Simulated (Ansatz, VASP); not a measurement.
## C: VASP beside Ansatz

```
C
1.0
     1.18192   -4.18509    0.00000
     1.18192    4.18509    0.00000
     0.00000    0.00000    3.39294
C
3
Direct
  0.50000 0.50000 0.79604
  0.50000 0.50000 0.20396
  0.00000 0.00000 0.50000
```

Alike in both runs: functional PBE; k mesh 20 × 20 × 14; occupations gaussian, width 0.1 eV; no spin polarisation.

Ansatz relaxed the structure, and its values are those at the end. VASP's run is a single point on that final structure, the one shown.

|  | VASP | Ansatz |
| --- | --- | --- |
| version | VASP 6.6.1 | Ansatz 0.2.0 |
| potentials or method | VASP PAW PBE potentials, release 64 (C), cutoff 520 eV | scalar-relativistic, plane waves, PAW |
| valence electrons in the cell | 12 | 12 |

VASP gave:

```
gap on the k mesh at the Fermi level (eV) : none
pressure (GPa)                            : 0.2
rms of the force components (eV/Å)        : 0.009
```

Q: Which values does Ansatz return?

A: gap on the k mesh at the Fermi level (eV): none; pressure (GPa): 0.0; rms of the force components (eV/Å): 0.000.

A gap of «none» marks a metal or a gap that the smearing closes.
